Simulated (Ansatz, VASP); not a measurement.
## One calculation of Ba2ZrO3, two programs

The input INCAR:

```
PREC = Accurate
ENCUT = 520
EDIFF = 1E-6
ISMEAR = 0
SIGMA = 0.1
LREAL = False
LASPH = True
NELM = 100
ALGO = Normal
ISIF = 2
LWAVE = False
LCHARG = False
GGA = PE
NBANDS = 34
```

The input KPOINTS:

```
Automatic mesh
0
Gamma
  6 6 2
```

File POSCAR:

```
Ba2ZrO3
1.0
    3.3403238800      0.0000000000      0.0000000000
    0.0000000000      3.3403238800      0.0000000000
    0.0000000000      0.0000000000     10.1132824900
Ba Zr O
2 1 3
Direct
    0.5000000000      0.5000000000      0.3248246900
    0.5000000000      0.5000000000      0.6751753100
    0.5000000000      0.5000000000      0.0000000000
    0.0000000000      0.0000000000      0.8390681100
    0.0000000000      0.0000000000      0.1609318900
    0.0000000000      0.0000000000      0.5000000000
```

Input for Ansatz:

```yaml
crystal:
  lattice:
    - [3.34032388, 0.0, 0.0]
    - [0.0, 3.34032388, 0.0]
    - [0.0, 0.0, 10.11328249]
  atoms:
    - { symbol: Ba, position: [0.5, 0.5, 0.32482469] }
    - { symbol: Ba, position: [0.5, 0.5, 0.67517531] }
    - { symbol: Zr, position: [0.5, 0.5, 0.0] }
    - { symbol: O, position: [0.0, 0.0, 0.83906811] }
    - { symbol: O, position: [0.0, 0.0, 0.16093189] }
    - { symbol: O, position: [0.0, 0.0, 0.5] }
basis:
  ecutwfc: 420
kpoints:
  mp_grid: { grid: [6, 6, 2] }
hamiltonian:
  xc: pbe
scf:
  occupations: { method: gaussian, width: 0.1 }
  lower_state_search: "off"
output:
  forces: true
  stress: true
  eigenvalues: true
```

Change from the starting cell: species swapped into the Li3Tl2Cd type (P4/mmm, No. 123).

Alike in both runs: task single point; functional PBE; k mesh 6 × 6 × 2; occupations gaussian, width 0.1 eV; no spin polarisation.

```csv
,VASP,Ansatz
version,VASP 6.6.1,Ansatz 0.2.0
potentials or method,"VASP PAW PBE potentials, release 64 (Ba_sv, Zr_sv, O), cutoff 520 eV","scalar-relativistic, plane waves, PAW"
valence electrons in the cell,50,50
```

```tsv
	VASP	Ansatz	Ansatz less VASP
gap on the k mesh at the Fermi level (eV)	none	none	-
pressure (GPa)	-10.4	-11.9	-1.50
traceless stress, the component that is largest in VASP (GPa)	1.43	1.50	+0.070
rms of the force components (eV/Å)	0.514	0.481	-0.0338
```

Atom by atom the forces differ by 0.036 eV/Å (rms over components). A gap of «none» marks a metal or a gap that the smearing closes. The functional is the same, so the differences come from potentials, cutoffs and numerics.

Neither program's run includes spin-orbit coupling.
